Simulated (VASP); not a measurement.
A run of VASP 6.6.1 is set up as follows.

File INCAR:

```
SYSTEM = Li
PREC = Accurate
ENCUT = 520
EDIFF = 1E-6
ISMEAR = -1
SIGMA = 0.11
LREAL = Auto
LASPH = .True.
NELM = 100
ALGO = Normal
ISIF = 2
LWAVE = .False.
LCHARG = .False.
GGA = PS
NBANDS = 38
```

Contents of KPOINTS:

```
Automatic mesh
0
Gamma
  2 2 2
  0 0 0
```

POSCAR

```
Li
1.0
    7.2053150000      0.0000000000      0.0000000000
    0.0000000000      7.2053150000      0.0000000000
    0.0000000000      0.0000000000      7.2053150000
Li
16
Direct
    0.0427323441      0.0290896373      0.1223680020
    0.5914384035     -0.0206653005      0.0964288168
    0.0130736824      0.5096793131     -0.0862141350
   -0.0121715706      0.0400121299      0.5014770347
    0.3414562722      0.2929642909      0.2200458967
    0.5169517224      0.5278048219      0.0305052590
    0.4377740598      0.0479645928      0.4859190750
    0.6897130799      0.2789746180      0.3616635775
    0.0944302921      0.5188392180      0.4226463382
    0.3236499723      0.7433262807      0.2527162241
    0.2318149866      0.2667752902      0.8260013615
    0.5121358331      0.5634868149      0.4926363386
    0.8111928486      0.5873997181      0.2589199778
    0.7255338594      0.3069262066      0.7121687254
    0.2858029108      0.7490581605      0.8104989164
    0.7733457871      0.7992849723      0.6205974340
```

Potentials or basis: VASP PAW PBE potentials, release 64 (Li_sv).

Run with:

```sh
$ cat potpaw_PBE.64/Li_sv/POTCAR > POTCAR
$ mpirun -np 1 vasp_std > vasp.out
```

Question: What does it give for the band gap on the k mesh?

Answer: Zero (band 24 reaches 0.42 eV, above the bottom of band 25 at -0.23 eV).

Question: Estimate the largest force.

Answer: 0.821 eV/Å.

Forces on the atoms (eV/Å):
```
Li  -0.107 -0.066 -0.228
Li   0.151  0.004 -0.229
Li  -0.453  0.349  0.353
Li   0.490  0.298 -0.020
Li  -0.453 -0.012  0.002
Li   0.300 -0.081 -0.426
Li  -0.141 -0.293  0.363
Li   0.449 -0.348 -0.506
Li   0.164 -0.391  0.703
Li  -0.345  0.370 -0.196
Li   0.556 -0.388 -0.455
Li  -0.330 -0.119  0.429
Li  -0.130  0.693 -0.382
Li   0.000 -0.083  0.470
Li   0.046  0.336 -0.257
Li  -0.198 -0.268  0.379
```

Caveat: the k points lie up to 0.44 Å⁻¹ apart; the PAW data sets were made with another functional, which shifts forces and pressure a little.
